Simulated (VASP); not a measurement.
Si5C:

```
CELL_PARAMETERS angstrom
3.14225 0.00000 0.00000
-1.57112 2.72127 0.00000
0.00000 0.00000 13.68344
ATOMIC_POSITIONS crystal
Si 0.33333 0.66667 0.58579
Si 0.33333 0.66667 0.00000
Si 0.33333 0.66667 0.41421
Si 0.66667 0.33333 0.70016
Si 0.66667 0.33333 0.29984
C 0.66667 0.33333 0.00000
```

| Property | Result |
| --- | --- |
| Program | VASP 6.6.1 |
| Task | relaxation of cell and atoms |
| Functional | PBE |
| Potentials or basis | VASP PAW PBE potentials, release 64 (Si, C) |
| Cutoff | 600 eV |
| k mesh | 6 × 6 × 2 |
| Occupations | gaussian, width 0.1 eV |
| Spin | no spin polarisation |

At the start: pressure -0.4 GPa; volume 19.50 Å³/atom.

**Question.** Where does the relaxation end?

**Answer.** Over 7 steps the energy falls by 6.6 meV/atom and the volume is 19.33 Å³/atom (-0.9 %); space group P-6m2 (No. 187, to 0.1 Å) before and after.

The path:
| step | energy change (eV) | largest force (eV/Å) | pressure (GPa) | volume (Å³) |
| --- | --- | --- | --- | --- |
| 1 | 0.0000 | 0.4565 | -0.44 | 117.01 |
| 2 | -0.0280 | 0.1292 | -0.14 | 116.10 |
| 3 | -0.0296 | 0.2797 | -0.05 | 115.87 |
| 4 | -0.0342 | 0.1746 | 0.49 | 115.33 |
| 5 | -0.0377 | 0.2043 | 0.27 | 115.53 |
| 6 | -0.0396 | 0.0512 | 0.02 | 116.06 |
| 7 | -0.0397 | 0.0188 | 0.06 | 115.96 |

Final structure:
```xyz
6
Lattice="3.1051 0.0000 0.0000 -1.5526 2.6891 0.0000 0.0000 0.0000 13.8878" Properties=species:S:1:pos:R:3 pbc="T T T"
Si    0.0000    1.7927    8.1180
Si    0.0000    1.7927    0.0000
Si    0.0000    1.7927    5.7698
Si    1.5526    0.8964    9.7457
Si    1.5526    0.8964    4.1420
C     1.5526    0.8964    0.0000
```

Caveat: the k points lie up to 0.39 Å⁻¹ apart in the final cell, too coarse for converged energies and pressures of a metal.
